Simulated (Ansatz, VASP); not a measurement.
One calculation of Au, two programs

Contents of INCAR:

```
ALGO     = Normal         # electronic algorithm
EDIFF    = 1E-8           # SCF threshold, eV
ENCUT    = 400            # plane-wave cutoff, eV
GGA      = PE             # functional
GGA_COMPAT= F            
ISIF     = 2              # what is computed and relaxed
ISMEAR   = -1             # smearing method
LASPH    = T              # aspherical terms in the spheres
LCHARG   = F              # write CHGCAR
LEFG     = T            
LREAL    = F              # projectors in reciprocal space
LWAVE    = F              # write WAVECAR
NBANDS   = 12             # bands
NELM     = 120            # most SCF steps
PREC     = Accurate       # precision mode
SIGMA    = 0.03           # smearing width, eV
```

The input KPOINTS:

```
k-points
0
Gamma
  14 14 14
```

The input POSCAR:

```
Au
1.0
    0.0000000000      2.0362020754      2.0362020754
    2.0362020754      0.0000000000      2.0362020754
    2.0362020754      2.0362020754      0.0000000000
Au
1
Direct
    0.0000000000      0.0000000000      0.0000000000
```

Input for Ansatz:

```yaml
crystal:
  lattice:
    - [0.0, 2.0362020754, 2.0362020754]
    - [2.0362020754, 0.0, 2.0362020754]
    - [2.0362020754, 2.0362020754, 0.0]
  atoms:
    - { symbol: Au, position: [0.0, 0.0, 0.0] }
kpoints:
  mp_grid: { grid: [14, 14, 14] }
scf:
  occupations: { method: fermi_dirac, width: 0.03 }
hamiltonian:
  xc: pbe
  pseudopotentials: { kind: all_electron, datasets: crystal }
output:
  forces: true
  stress: true
  eigenvalues: true
  efg: { contact_densities: true }
```

Change from the starting cell: volume scaled by 0.9405, crystal datasets.

Alike in both runs: task electric field gradients; functional PBE; k mesh 14 × 14 × 14; occupations fermi-dirac, width 0.03 eV; no spin polarisation.

|  | VASP | Ansatz |
| --- | --- | --- |
| version | VASP 6.6.1 | Ansatz 0.2.0 |
| potentials or method | VASP PAW PBE potentials, release 64 (Au), cutoff 400 eV | all-electron PAW with datasets made for the crystal, scalar-relativistic |

```csv
,VASP,Ansatz,Ansatz less VASP
pressure (GPa),10.2,10.4,+0.26
```

Ansatz ran all-electron here, and VASP with PAW potentials.

Spin-orbit coupling is off throughout.
